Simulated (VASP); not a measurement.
# Sb (Pm-3m) in VASP: further runs

Aim: see how the results for Sb move with the level of theory and the settings. Levels: revPBE, PBE+D3(BJ). Tasks: single point.

All numbers are computed with VASP 6.6.1; they aren't measurements. Logs are shortened: lines on timing, memory, paths and dates and some standing lists are left out, and cuts for length are marked.

## (1) The cell of the first run

The structure is cubic, space group Pm-3m (No. 221). The conventional cell has a = 3.132 Å, b = 3.132 Å, c = 3.132 Å, α = 90.00°, β = 90.00°, γ = 90.00°. Sb (site symmetry m-3m) has 6 Sb at 3.13 Å within 4.1 Å.

## (2) Single point, revPBE

Contents of INCAR:

```
SYSTEM = Sb
PREC = Accurate
ENCUT = 520
EDIFF = 1E-6
ISMEAR = -1
SIGMA = 0.05
LREAL = .FALSE.
LASPH = .TRUE.
NELM = 60
ALGO = Normal
ISIF = 2
LWAVE = .FALSE.
LCHARG = .TRUE.
GGA = RE
LELF = .TRUE.
LVHAR = .TRUE.
NBANDS = 8
```

Contents of KPOINTS:

```
Automatic mesh
0
G
  8 8 8
  0 0 0
```

Contents of POSCAR:

```
Sb
1.0
    3.1320059269      0.0000000000      0.0000000000
    0.0000000000      3.1320059269      0.0000000000
    0.0000000000      0.0000000000      3.1320059269
Sb
1
Direct
    0.0000000000      0.0000000000      0.0000000000
```

Potentials or basis: VASP PAW PBE potentials, release 64 (Sb).

On the command line:

```console
cat potpaw_PBE.64/Sb/POTCAR > POTCAR
mpirun -np 1 vasp_std > vasp.out
```

OUTCAR:

```text
SYSTEM = Sb
   PREC = Accurate
   ENCUT = 520
   EDIFF = 1E-6
   ISMEAR = -1
   LREAL = .FALSE.
   LASPH = .TRUE.
   NELM = 60
   ISIF = 2
   GGA = RE

 ion  position               nearest neighbor table
   1  0.000  0.000  0.000-

  LATTYP: Found a simple cubic cell.
 ALAT       =     3.1320059269

  Lattice vectors:

 A1 = (   3.1320059269,   0.0000000000,   0.0000000000)
 A2 = (   0.0000000000,   3.1320059269,   0.0000000000)
 A3 = (   0.0000000000,   0.0000000000,   3.1320059269)

Analysis of symmetry for initial positions (statically):
=====================================================================
 Subroutine PRICEL returns:
 Original cell was already a primitive cell.

 Routine SETGRP: Setting up the symmetry group for a
 simple cubic supercell.

 Subroutine GETGRP returns: Found 48 space group operations
 (whereof 48 operations were pure point group operations)
 out of a pool of 48 trial point group operations.

The static configuration has the point symmetry O_h .

Analysis of symmetry for dynamics (positions and initial velocities):
=====================================================================
 Subroutine PRICEL returns:
 Original cell was already a primitive cell.

 Routine SETGRP: Setting up the symmetry group for a
 simple cubic supercell.

 Subroutine GETGRP returns: Found 48 space group operations
 (whereof 48 operations were pure point group operations)
 out of a pool of 48 trial point group operations.

The dynamic configuration has the point symmetry O_h .

 Subroutine INISYM returns: Found 48 space group operations
 (whereof 48 operations are pure point group operations),
 and found     1 'primitive' translations

----------------------------------------------------------------------------------------

                                     Primitive cell

  volume of cell :      30.7233

  direct lattice vectors                    reciprocal lattice vectors
     3.132005927  0.000000000  0.000000000     0.319284198  0.000000000  0.000000000
     0.000000000  3.132005927  0.000000000     0.000000000  0.319284198  0.000000000
     0.000000000  0.000000000  3.132005927     0.000000000  0.000000000  0.319284198

  length of vectors
     3.132005927  3.132005927  3.132005927     0.319284198  0.319284198  0.319284198

  position of ions in fractional coordinates (direct lattice)
     0.000000000  0.000000000  0.000000000

  ion indices of the primitive-cell ions
   primitive index   ion index
                 1           1

----------------------------------------------------------------------------------------

 KPOINTS: Automatic mesh

Automatic generation of k-mesh.
 Grid dimensions read from file:
 generate k-points for:    8    8    8

 Generating k-lattice:

  Cartesian coordinates                     Fractional coordinates (reciprocal lattice)
     0.039910525  0.000000000  0.000000000     0.125000000  0.000000000  0.000000000
     0.000000000  0.039910525  0.000000000     0.000000000  0.125000000  0.000000000
     0.000000000  0.000000000  0.039910525     0.000000000  0.000000000  0.125000000

  Length of vectors
     0.039910525  0.039910525  0.039910525

  Shift w.r.t. Gamma in fractional coordinates (k-lattice)
     0.000000000  0.000000000  0.000000000

 Subroutine IBZKPT returns following result:
 ===========================================

 Found     35 irreducible k-points:

 Following reciprocal coordinates:
            Coordinates               Weight
  0.000000  0.000000  0.000000      1.000000
  0.125000  0.000000  0.000000      6.000000
  0.250000  0.000000  0.000000      6.000000
  0.375000  0.000000  0.000000      6.000000
  0.500000  0.000000  0.000000      3.000000
  0.125000  0.125000  0.000000     12.000000
[... 16 lines left out ...]
  0.375000  0.375000  0.125000     24.000000
  0.500000  0.375000  0.125000     24.000000
 [... further k-points ...]
   k-points           NKPTS =     35   k-points in BZ     NKDIM =     35   number of bands    NBANDS=      8
   number of dos      NEDOS =    301   number of ions     NIONS =      1
   total plane-waves  NPLWV =  13824
   dimension x,y,z NGX =    24 NGY =   24 NGZ =   24
   dimension x,y,z NGXF=    48 NGYF=   48 NGZF=   48
   ions per type =               1
   NGX,Y,Z   is equivalent  to a cutoff of  12.74, 12.74, 12.74 a.u.
   NGXF,Y,Z  is equivalent  to a cutoff of  25.48, 25.48, 25.48 a.u.
 SYSTEM =  Sb
   PREC   = accura    normal or accurate (medium, high low for compatibility)
   ISTART =      0    job   : 0-new  1-cont  2-samecut
   ICHARG =      2    charge: 1-file 2-atom 10-const
   ISPIN  =      1    spin polarized calculation?
   LNONCOLLINEAR =      F non collinear calculations
   LSORBIT =      F    spin-orbit coupling
   LASPH  =      T    aspherical Exc in radial PAW
   ENCUT  =  520.0 eV  38.22 Ry    6.18 a.u.   5.82  5.82  5.82*2*pi/ulx,y,z
   NELM   =     60;   NELMIN=  2; NELMDL= -5     # of ELM steps
   EDIFF  = 0.1E-05   stopping-criterion for ELM
   LREAL  =      F    real-space projection
   EDIFFG = 0.1E-04   stopping-criterion for IOM
   NSW    =      0    number of steps for IOM
   IBRION =     -1    ionic relax: 0-MD 1-quasi-New 2-CG
   NFREE  =      0    steps in history (QN), initial steepest desc. (CG)
   ISIF   =      2    stress and relaxation
   ISYM   =      2    0-nonsym 1-usesym 2-fastsym
   POTIM  = 0.5000    time-step for ionic-motion
   TEBEG  =    0.0;   TEEND  =   0.0 temperature during run
   PSTRESS=    0.0 pullay stress
   NELECT =       5.0000    total number of electrons
   NUPDOWN=      -1.0000    fix difference up-down
   EMIN   =  10.00;   EMAX   =-10.00  energy-range for DOS
   EFERMI =   0.00;   METHOD = LEGACY
   ISMEAR =    -1;   SIGMA  =   0.05  broadening in eV -4-tet -1-fermi 0-gaus
   EFERMI_NEDOS =   21; number of points for ismear=-14 and -15
   IALGO  =     38    algorithm
   IMIX   =      4    mixing-type and parameters
     AMIX     =   0.40;   BMIX     =  1.00
     AMIX_MAG =   1.60;   BMIX_MAG =  1.00
  volume/ion in A,a.u.               =      30.72       207.33
  Fermi-wavevector in a.u.,A,eV,Ry     =   0.893804  1.689045 10.869496  0.798885
  Thomas-Fermi vector in A             =   2.015928
   LORBIT       =      0    0 simple, 1 ext, 2 COOP (PROOUT), +10 PAW based schemes
   GGA     = RE    functional components
   LHFCALC =     F    Hartree Fock is set to
   AEXX    =    0.0000 exact exchange contribution
   IVDW    =     0    specifies the selected vdW correction
   LEPSILON=     F    determine dielectric tensor
   LRPA    =     F    only Hartree local field effects (RPA)
 non-spin polarized calculation
  energy-cutoff  :      520.00
  volume of cell :       30.72
 maximum number of plane-waves:       852
 NGX is ok and might be reduce to    24
   NGX = 11   NGY = 11   NGZ = 11

 number of electron       5.0000000 magnetization

 Free energy of the ion-electron system (eV)
  ---------------------------------------------------
  ext. energy  EPLUGINS =         0.00000000
  ---------------------------------------------------
  free energy    TOTEN  =        -3.76033822 eV

  energy without entropy =       -3.75314598  energy(sigma->0) =       -3.75674210

 E-fermi :   6.7922     XC(G=0):  -9.4526

 val. band max:        6.7828850137   @ k =   0.3750   0.2500   0.1250
 cond. band min:       7.0390723607   @ k =   0.5000   0.2500   0.0000
 fundamental gap:      0.2561873470
 Fermi energy:         6.7922186582

 k-point     1 :       0.0000    0.0000    0.0000
  band No.  band energies     occupation
      1      -5.3127      2.00000
      2      10.0419      0.00000
      3      10.0419      0.00000
      4      10.0419      0.00000
      5      13.7020      0.00000
      6      13.7020      0.00000
      7      14.9776      0.00000
      8      24.2856      0.00000

 k-point     2 :       0.1250    0.0000    0.0000
  band No.  band energies     occupation
      1      -5.0941      2.00000
      2       7.8948      0.00000
      3      10.2542      0.00000
      4      10.2542      0.00000
      5      13.8782      0.00000
      6      14.5998      0.00000
      7      16.7203      0.00000
      8      22.7182      0.00000

 k-point     3 :       0.2500    0.0000    0.0000
  band No.  band energies     occupation
      1      -4.4635      2.00000
      2       4.9421      2.00000
      3      10.8363      0.00000
      4      10.8363      0.00000
      5      14.3942      0.00000
      6      15.2743      0.00000
      7      20.2202      0.00000
      8      20.6125      0.00000

 k-point     4 :       0.3750    0.0000    0.0000
  band No.  band energies     occupation
      1      -3.5616      2.00000
      2       2.5425      2.00000
      3      11.5726      0.00000
      4      11.5726      0.00000
      5      15.1711      0.00000
      6      16.2775      0.00000
      7      18.8978      0.00000
      8      18.8978      0.00000

 k-point     5 :       0.5000    0.0000    0.0000
  band No.  band energies     occupation
      1      -2.9969      2.00000
      2       1.4669      2.00000
      3      11.9574      0.00000
      4      11.9574      0.00000
      5      15.7194      0.00000
      6      17.3888      0.00000
      7      18.1789      0.00000
      8      18.1790      0.00000

 k-point     6 :       0.1250    0.1250    0.0000
  band No.  band energies     occupation
      1      -4.8754      2.00000
      2       7.9915      0.00000
      3       8.2285      0.00000
      4      10.4670      0.00000
      5      14.3897      0.00000
      6      16.3825      0.00000
      7      17.1432      0.00000
      8      20.6726      0.00000

 k-point     7 :       0.2500    0.1250    0.0000
  band No.  band energies     occupation
      1      -4.2443      2.00000
      2       5.1506      2.00000
      3       8.7146      0.00000
      4      11.0505      0.00000
      5      14.9516      0.00000
      6      16.8924      0.00000
      7      18.3000      0.00000
      8      20.6165      0.00000

 k-point     8 :       0.3750    0.1250    0.0000
  band No.  band energies     occupation
      1      -3.3409      2.00000
      2       2.7514      2.00000
      3       9.5132      0.00000
      4      11.7889      0.00000
      5      15.4588      0.00000
      6      16.0125      0.00000
      7      18.3685      0.00000
      8      19.0634      0.00000

 k-point     9 :       0.5000    0.1250    0.0000
  band No.  band energies     occupation
      1      -2.7745      2.00000
      2       1.6742      2.00000
      3       9.9686      0.00000
      4      12.1752      0.00000
      5      14.7877      0.00000
      6      16.6318      0.00000
      7      18.0926      0.00000
      8      18.3468      0.00000

 k-point    10 :       0.2500    0.2500    0.0000
  band No.  band energies     occupation
      1      -3.6108      2.00000
      2       5.5570      2.00000
      3       5.9593      2.00000
      4      11.6374      0.00000
      5      14.8426      0.00000
      6      15.8247      0.00000
      7      20.5811      0.00000
      8      21.1841      0.00000
[... 78 lines left out ...]
 k-point    18 :       0.3750    0.1250    0.1250
  band No.  band energies     occupation
      1      -3.1201      2.00000
      2       2.9600      2.00000
      3       9.5266      0.00000
      4       9.9462      0.00000
      5      15.5191      0.00000
      6      16.1696      0.00000
      7      17.8346      0.00000
      8      19.3979      0.00000

 k-point    19 :       0.5000    0.1250    0.1250
  band No.  band energies     occupation
      1      -2.5520      2.00000
      2       1.8813      2.00000
      3       9.9363      0.00000
      4      10.4630      0.00000
      5      14.6702      0.00000
      6      15.3945      0.00000
      7      18.2385      0.00000
      8      20.2558      0.00000

 k-point    20 :       0.2500    0.2500    0.1250
  band No.  band energies     occupation
      1      -3.3910      2.00000
      2       5.7624      2.00000
      3       6.1663      1.99999
      4       9.5477      0.00000
      5      15.2164      0.00000
      6      17.5480      0.00000
      7      18.6555      0.00000
      8      18.9130      0.00000

 k-point    21 :       0.3750    0.2500    0.1250
  band No.  band energies     occupation
      1      -2.4796      2.00000
      2       3.5425      2.00000
      3       6.7829      1.09307
      4      10.3575      0.00000
      5      13.1672      0.00000
      6      16.4580      0.00000
      7      18.6955      0.00000
      8      19.6504      0.00000

 k-point    22 :       0.5000    0.2500    0.1250
  band No.  band energies     occupation
      1      -1.9034      2.00000
      2       2.4588      2.00000
      3       7.2366      0.00028
      4      10.8420      0.00000
      5      12.2522      0.00000
      6      15.6638      0.00000
      7      19.1453      0.00000
      8      20.1695      0.00000

 k-point    23 :       0.3750    0.3750    0.1250
  band No.  band energies     occupation
      1      -1.5492      2.00000
      2       4.1785      2.00000
      3       4.5016      2.00000
      4      10.9650      0.00000
      5      11.2906      0.00000
      6      17.1318      0.00000
      7      17.4483      0.00000
      8      20.0420      0.00000

 k-point    24 :       0.5000    0.3750    0.1250
  band No.  band energies     occupation
      1      -0.9489      2.00000
      2       3.2181      2.00000
      3       4.7839      2.00000
      4      10.2042      0.00000
      5      11.6323      0.00000
      6      16.4863      0.00000
      7      17.8140      0.00000
      8      20.6271      0.00000

 [... further k-points ...]
[... 5 lines left out ...]
  --------------------------------------------------------------------------------------
  -------------------------------------------------------------------------------------
  Total       -0.0181246     -0.0181246     -0.0181246      0.0000000      0.0000000      0.0000000
  in kB       -0.9451740     -0.9451740     -0.9451740      0.0000000      0.0000000      0.0000000
  external PRESSURE =      -0.9451740 kB  Pullay stress =       0.0000000 kB

 VOLUME and BASIS-vectors are now :
 -----------------------------------------------------------------------------
  energy-cutoff  :      520.00
  volume of cell :       30.72
      direct lattice vectors                 reciprocal lattice vectors
     3.132005927  0.000000000  0.000000000     0.319284198  0.000000000  0.000000000
     0.000000000  3.132005927  0.000000000     0.000000000  0.319284198  0.000000000
     0.000000000  0.000000000  3.132005927     0.000000000  0.000000000  0.319284198

 POSITION                                       TOTAL-FORCE (eV/Angst)
 -----------------------------------------------------------------------------------
      0.00000      0.00000      0.00000         0.000000      0.000000      0.000000
 -----------------------------------------------------------------------------------
    total drift:                                0.000000      0.000000      0.000000

  FREE ENERGIE OF THE ION-ELECTRON SYSTEM (eV)
  ---------------------------------------------------
  free  energy   TOTEN  =        -3.7603382229 eV

  energy  without entropy=       -3.7531459790  energy(sigma->0) =       -3.75674210
```

Run time: 2.9 s. Hardware: 1 thread of Intel Xeon 6975P-C (Granite Rapids), shared host; peak memory 0.13 GiB.

Results:

| Item | Value |
| --- | --- |
| Free energy | -3.7603 eV |
| Pressure | -0.1 GPa |

Levels at points of the mesh, in eV from the Fermi level:
| k point | band 1 | band 2 | band 3 | band 4 | band 5 | band 6 |
| --- | --- | --- | --- | --- | --- | --- |
| (0.00, 0.00, 0.00) | -12.10 | 3.25 | 3.25 | 3.25 | 6.91 | 6.91 |
| (0.50, 0.00, 0.00) | -9.79 | -5.33 | 5.17 | 5.17 | 8.93 | 10.60 |
| (0.50, 0.50, 0.00) | -7.34 | -3.36 | -3.36 | 2.35 | 7.10 | 12.63 |
| (0.50, 0.50, 0.50) | -4.62 | -1.52 | -1.52 | -1.52 | 4.91 | 4.91 |

Caveat: the PAW data sets were made with another functional, which shifts forces and pressure a little; spin-orbit coupling is left out, which moves the levels of the heavy elements.

(Continued in part 2 of 2.)
